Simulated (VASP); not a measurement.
Wanted: the native input for a VASP 6.6.1 run.

| Quantity | Value |
| --- | --- |
| Task | relaxation of cell and atoms |
| Functional | RPBE |
| Potentials or basis | VASP PAW PBE potentials, release 64 (Al, P) |
| Cutoff | 500 eV |
| k mesh | 8 × 8 × 8 |
| Occupations | gaussian, width 0.01 eV |
| Spin | no spin polarisation |
| Dipole correction | no |
| Further INCAR settings | ALGO = Normal; EDIFF = 1e-07; IBRION = 2; EDIFFG = -0.01; NSW = 60; ISIF = 3 |

The structure of AlP lies in POSCAR:

```
AlP
1.0
    0.0000000000      2.7255000000      2.7255000000
    2.7255000000      0.0000000000      2.7255000000
    2.7255000000      2.7255000000      0.0000000000
Al P
1 1
Direct
    0.0000000000      0.0000000000      0.0000000000
    0.2500000000      0.2500000000      0.2500000000
```

The input as run:

INCAR

```
ALGO     = Normal         # electronic algorithm
EDIFF    = 1E-7           # SCF threshold, eV
EDIFFG   = -0.01          # ionic threshold
ENCUT    = 500            # plane-wave cutoff, eV
GGA      = RP             # functional
GGA_COMPAT= False        
IBRION   = 2              # ionic algorithm
ISIF     = 3              # what is computed and relaxed
ISMEAR   = 0              # smearing method
LASPH    = True           # aspherical terms in the spheres
LCHARG   = False          # write CHGCAR
LREAL    = False          # projectors in reciprocal space
LWAVE    = False          # write WAVECAR
NELM     = 120            # most SCF steps
NELMIN   = 4            
NSW      = 60             # ionic steps
PREC     = Accurate       # precision mode
SIGMA    = 0.01           # smearing width, eV
```

KPOINTS

```
k-points
0
Gamma
  8 8 8
```

Potentials or basis: VASP PAW PBE potentials, release 64 (Al, P).

Command:

```sh
$ cat potpaw_PBE.64/Al/POTCAR potpaw_PBE.64/P/POTCAR > POTCAR
$ mpirun -np 1 vasp_std > vasp.out
```

It gave:

```json
{
  "Relaxed volume": "21.24 Å³/atom",
  "Relaxed cell": "a = 3.916 Å, b = 3.916 Å, c = 3.916 Å, α = 60.00°, β = 60.00°, γ = 60.00°",
  "Space group after relaxing (to 0.05 Å)": "F-43m (No. 216)",
  "Energy gained by relaxing": "12.4 meV/atom",
  "Ionic steps": "3",
  "Pressure after relaxing": "0.0 GPa",
  "Band gap on the k mesh": "1.75 eV, indirect (least direct gap 3.08 eV)"
}
```

Caveat: the PAW data sets were made with another functional, which shifts forces and pressure a little.

Wall time 24 s on 1 thread of Intel Xeon 6975P-C (shared host), peak memory 0.15 GiB.
